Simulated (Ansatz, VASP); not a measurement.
Two plane-wave programs on CuNiF4

```
Cu Ni F
1.0
     0.00000    3.21233    3.21233
     3.21233    0.00000    3.21233
     3.21233    3.21233    0.00000
Cu Ni F
1 1 4
Direct
  0.00000 0.00000 0.00000
  0.75000 0.75000 0.75000
  0.37530 0.87409 0.37530
  0.37530 0.37530 0.87409
  0.37530 0.37530 0.37530
  0.87409 0.37530 0.37530
```

Alike in both runs: functional PBE; k mesh 6 × 6 × 6; occupations gaussian, width 0.1 eV; collinear spin.

Ansatz relaxed the structure, and its values are those at the end. VASP's run is a single point on that final structure, the one shown.

```csv
,VASP,Ansatz
version,VASP 6.6.1,Ansatz 0.2.0
potentials or method,"VASP PAW PBE potentials, release 64 (Cu, Ni, F), cutoff 520 eV","scalar-relativistic, plane waves, PAW"
valence electrons in the cell,49,65
```

```tsv
	VASP	Ansatz	Ansatz less VASP
gap on the k mesh at the Fermi level (eV)	none	none	-
pressure (GPa)	-0.5	0.2	+0.74
rms of the force components (eV/Å)	0.069	0.001	-0.0684
net moment per atom (μB)	0.52	0.52	-0.001
size of the moment on the site where the two differ most (μB)	0.22	0.13	-0.097
```

Site moments also hang on the region over which each program counts them. A gap of «none» marks a metal or a gap that the smearing closes. The functional is the same, so the differences come from potentials, cutoffs and numerics. VASP's potentials hold 49 valence electrons a cell and Ansatz's 65, so a difference there can come from the potentials and not from the codes.
